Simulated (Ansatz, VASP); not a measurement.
# Sc in VASP and in Ansatz

```
Sc
1.0
     3.31936    0.00000    0.00000
    -1.65968    2.87465    0.00000
     0.00000    0.00000    5.18426
Sc
2
Direct
  0.33333 0.66667 0.25000
  0.66667 0.33333 0.75000
```

Alike in both runs: task single point; functional PBE; k mesh 11 × 11 × 6; occupations fermi-dirac, width 1 eV; no spin polarisation.

```csv
,VASP,Ansatz
version,VASP 6.6.1,Ansatz 0.2.0
potentials or method,"VASP PAW PBE potentials, release 64 (Sc_sv), cutoff 520 eV","plane waves (420 eV) with PAW, scalar-relativistic"
valence electrons in the cell,22,22
```

|  | VASP | Ansatz | Ansatz less VASP |
| --- | --- | --- | --- |
| pressure (GPa) | 7.9 | 8.3 | +0.44 |
| traceless stress, the component that is largest in VASP (GPa) | 1.97 | 1.99 | +0.022 |
